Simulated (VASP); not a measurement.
# SnTe (P1) in VASP: settings compared, part 2 of 2

VASP 6.6.1. The steps go on from the part before.

### Step 3. Single point, PBE

Input file INCAR:

```
SYSTEM = SnTe
PREC     = Accurate       ! precision mode
ENCUT    = 520            ! plane-wave cutoff, eV
EDIFF    = 1E-6           ! SCF threshold, eV
ISMEAR   = -1             ! smearing method
SIGMA    = 0.112          ! smearing width, eV
LREAL    = Auto         
LASPH    = .True.         ! aspherical terms in the spheres
NELM     = 80             ! most SCF steps
ALGO     = Normal         ! electronic algorithm
ISIF     = 2              ! what is computed and relaxed
LWAVE    = .False.        ! write WAVECAR
LCHARG   = .False.        ! write CHGCAR
GGA      = PE             ! functional
NBANDS   = 94             ! bands
```

Input file KPOINTS:

```
regular mesh
0
Gamma
  2 2 2
  0 0 0
```

Input file POSCAR:

```
SnTe
1.0
    0.0000000000      6.3786600663      6.3786600663
    6.3786600663      0.0000000000      6.3786600663
    6.3786600663      6.3786600663      0.0000000000
Sn Te
8 8
Direct
    0.0026569844     -0.0036114168     -0.0013399366
   -0.0190054022     -0.0033248362      0.5096985834
   -0.0069835984      0.4957647793      0.0099174434
    0.0035351468      0.5050870350      0.4992369035
    0.4866216365     -0.0017931666      0.0068069155
    0.5029318018     -0.0014329028      0.5025495898
    0.5008390425      0.5015125382     -0.0099276336
    0.4997810617      0.4959197492      0.5031516755
    0.2521510761      0.2451771977      0.2529744465
    0.2419656298      0.2487661176      0.7557826330
    0.2558970823      0.7490829501      0.2517970049
    0.2567176308      0.7585111057      0.7433778334
    0.7583756541      0.2465444911      0.2408672800
    0.7565835065      0.2591572498      0.7423460336
    0.7528817103      0.7471008724      0.2529900454
    0.7503968624      0.7566975587      0.7456410046
```

Potentials or basis: VASP PAW PBE potentials, release 64 (Sn_d, Te).

Started as:

```bash
$ cat potpaw_PBE.64/Sn_d/POTCAR potpaw_PBE.64/Te/POTCAR > POTCAR
$ mpirun -np 1 vasp_std > vasp.out
```

OUTCAR:

```text
SYSTEM = SnTe
   PREC = Accurate
   ENCUT = 520
   EDIFF = 1E-6
   ISMEAR = -1
   LREAL = Auto
   LASPH = .True.
   NELM = 80
   ISIF = 2
   GGA = PE

 ion  position               nearest neighbor table
   1  0.003  0.996  0.999-  10 3.14  13 3.14  12 3.15  15 3.18  14 3.21  11 3.23
   2  0.981  0.997  0.510-  16 3.00  13 3.14  14 3.17  11 3.23  12 3.26   9 3.32
   3  0.993  0.496  0.010-  13 3.09  15 3.15  10 3.20   9 3.20  16 3.24  12 3.36
   4  0.004  0.505  0.499-  14 3.14  10 3.16  11 3.17  15 3.17  16 3.18   9 3.23
   5  0.487  0.998  0.007-  11 3.06   9 3.15  10 3.16  16 3.21  15 3.27  14 3.39
   6  0.503  0.999  0.503-  12 3.10  16 3.13   9 3.19  15 3.20  10 3.21  13 3.21
[... 8 lines left out ...]
  15  0.753  0.747  0.253-   3 3.15   4 3.17   1 3.18   6 3.20   8 3.22   5 3.27
  16  0.750  0.757  0.746-   2 3.00   6 3.13   4 3.18   5 3.21   7 3.22   3 3.24

  LATTYP: Found a face centered cubic cell.
 ALAT       =    12.7573201326

  Lattice vectors:

 A1 = (   0.0000000000,   6.3786600663,   6.3786600663)
 A2 = (   6.3786600663,   0.0000000000,   6.3786600663)
 A3 = (   6.3786600663,   6.3786600663,   0.0000000000)

Analysis of symmetry for initial positions (statically):
[... 191 lines left out ...]
 k-point     1 :       0.0000    0.0000    0.0000
  band No.  band energies     occupation
      1     -15.4310      2.00000
      2     -15.4301      2.00000
      3     -15.4236      2.00000
      4     -15.4206      2.00000
      5     -15.4191      2.00000
      6     -15.4185      2.00000
[... 749 lines left out ...]
     91       8.3931      0.00000
     92       8.4717      0.00000
 [bands above 92 left out]

------------------------ aborting loop because EDIFF is reached ----------------------------------------

  FORCE on cell =-STRESS in cart. coord.  units (eV):
  Direction    XX          YY          ZZ          XY          YZ          ZX
  --------------------------------------------------------------------------------------
  -------------------------------------------------------------------------------------
  Total        1.0025547      1.0109628      2.0991778     -0.0029229     -0.0113762     -0.0354249
  in kB        3.0945700      3.1205229      6.4794993     -0.0090222     -0.0351146     -0.1093454
  external PRESSURE =       4.2315307 kB  Pullay stress =       0.0000000 kB

 VOLUME and BASIS-vectors are now :
 -----------------------------------------------------------------------------
  energy-cutoff  :      520.00
  volume of cell :      519.06
      direct lattice vectors                 reciprocal lattice vectors
     0.000000000  6.378660066  6.378660066    -0.078386369  0.078386369  0.078386369
     6.378660066  0.000000000  6.378660066     0.078386369 -0.078386369  0.078386369
     6.378660066  6.378660066  0.000000000     0.078386369  0.078386369 -0.078386369

 POSITION                                       TOTAL-FORCE (eV/Angst)
 -----------------------------------------------------------------------------------
     12.72574      6.38706      6.37257         0.013735     -0.041859     -0.126629
      9.60865      9.50863     12.61488        -0.074572      0.035000      0.340741
      3.22558      6.39737      9.49643        -0.005950      0.108358      0.057835
      6.40624      3.20701      3.24433        -0.087294     -0.112758     -0.249704
      6.41064      3.14741      9.47122         0.115389      0.082458      0.138615
      9.57511      6.41362      9.57755         0.012339     -0.178767     -0.154330
[... 8 lines left out ...]
      6.37924      6.41611      9.56788         0.037155     -0.089571     -0.016920
      9.58291      9.54272      9.61324        -0.059113      0.172204     -0.217394
 -----------------------------------------------------------------------------------
    total drift:                                0.003926     -0.013690     -0.006048

  FREE ENERGIE OF THE ION-ELECTRON SYSTEM (eV)
  ---------------------------------------------------
  free  energy   TOTEN  =       -60.5179160892 eV

  energy  without entropy=      -60.3606807278  energy(sigma->0) =      -60.43929841
```

stdout:

```text
POSCAR found type information on POSCAR SnTe
 POSCAR found :  2 types and      16 ions
 scaLAPACK will be used
 LDA part: xc-table for (Slater+PW92), standard interpolation
 POSCAR, INCAR and KPOINTS ok, starting setup
 FFT: planning ... GRIDC
 FFT: planning ... GRID_SOFT
 FFT: planning ... GRID
 WAVECAR not read
 entering main loop
```

Run time: 20 min. Hardware: 1 thread of Intel Xeon Platinum 8488C (Sapphire Rapids), shared host; peak memory 0.78 GiB.

What came out:

* Free energy: -60.5179 eV
* Pressure: 0.4 GPa
* Largest force: 0.352 eV/Å
* Band gap on the k mesh: 0.04 eV

Forces in eV/Å, atoms in the order of the input:
```
Sn   0.014 -0.042 -0.127
Sn  -0.075  0.035  0.341
Sn  -0.006  0.108  0.058
Sn  -0.087 -0.113 -0.250
Sn   0.115  0.082  0.139
Sn   0.012 -0.179 -0.154
Sn   0.096 -0.023 -0.338
Sn   0.016 -0.011  0.004
Te   0.016 -0.109  0.213
Te  -0.061  0.137  0.243
Te  -0.003 -0.102  0.126
Te  -0.194  0.004 -0.090
Te   0.211  0.022  0.127
Te  -0.033  0.107 -0.057
Te   0.037 -0.090 -0.017
Te  -0.059  0.172 -0.217
```

Stress tensor (GPa, compression positive):
```
 0.31  0.00 -0.01
 0.00  0.31  0.00
-0.01  0.00  0.65
```

Levels at points of the mesh, in eV from the valence-band top:
```
           k point  band 78  band 79  band 80  band 81  band 82  band 83
(0.00, 0.00, 0.00)    -0.12    -0.02     0.00     0.04     0.05     0.17
(0.50, 0.00, 0.00)    -1.86    -1.00    -0.94     1.52     1.55     1.56
(0.00, 0.50, 0.00)    -1.83    -1.00    -0.95     1.52     1.54     1.57
(0.00, 0.00, 0.50)    -1.86    -1.00    -0.94     1.50     1.55     1.58
(0.50, 0.50, 0.50)    -1.78    -1.02    -0.93     1.47     1.55     1.56
(0.50, 0.50, 0.00)    -0.93    -0.83    -0.80     0.85     0.89     0.90
(0.00, 0.50, 0.50)    -0.89    -0.82    -0.79     0.83     0.85     0.86
(0.50, 0.00, 0.50)    -0.90    -0.81    -0.79     0.83     0.85     0.87
```

Caveat: the k points lie up to 0.43 Å⁻¹ apart; spin-orbit coupling is left out, which moves the levels of the heavy elements.
